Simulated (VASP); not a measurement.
Pt:

```
Pt
1.0
     0.00000    2.04188    2.04188
     2.04188    0.00000    2.04188
     2.04188    2.04188    0.00000
Pt
1
Cartesian
  0.0000 0.0000 0.0000
```

| Property | Result |
| --- | --- |
| Program | VASP 6.6.1 |
| Task | relaxation of cell and atoms |
| Functional | PBEsol |
| Potentials or basis | VASP PAW PBE potentials, release 64 (Pt) |
| Cutoff | 600 eV |
| k mesh | 8 × 8 × 8 |
| Occupations | gaussian, width 0.1 eV |
| Spin | no spin polarisation |

At the start: pressure -26.0 GPa; volume 17.03 Å³/atom.

**Question.** Where does the relaxation end?

**Answer.** Over 5 steps the energy falls by 192.1 meV/atom and the volume is 14.99 Å³/atom (-12.0 %); space group Fm-3m (No. 225, to 0.05 Å).

The path:
```tsv
step	energy change (eV)	largest force (eV/Å)	pressure (GPa)	volume (Å³)
1	0.0000	0.0000	-26.04	17.03
2	1.5648	0.0000	196.15	11.08
3	-0.1897	0.0000	-3.74	15.19
4	-0.1917	0.0000	-1.62	15.07
5	-0.1921	0.0000	0.02	14.99
```

Final structure:
```yaml
crystal:
  lattice:
    - [0.00000, 1.95687, 1.95687]
    - [1.95687, 0.00000, 1.95687]
    - [1.95687, 1.95687, 0.00000]
  atoms:
    - { symbol: Pt, position: [0.00000, 0.00000, 0.00000] }
```

Caveat: the PAW data sets were made with another functional, which shifts forces and pressure a little.
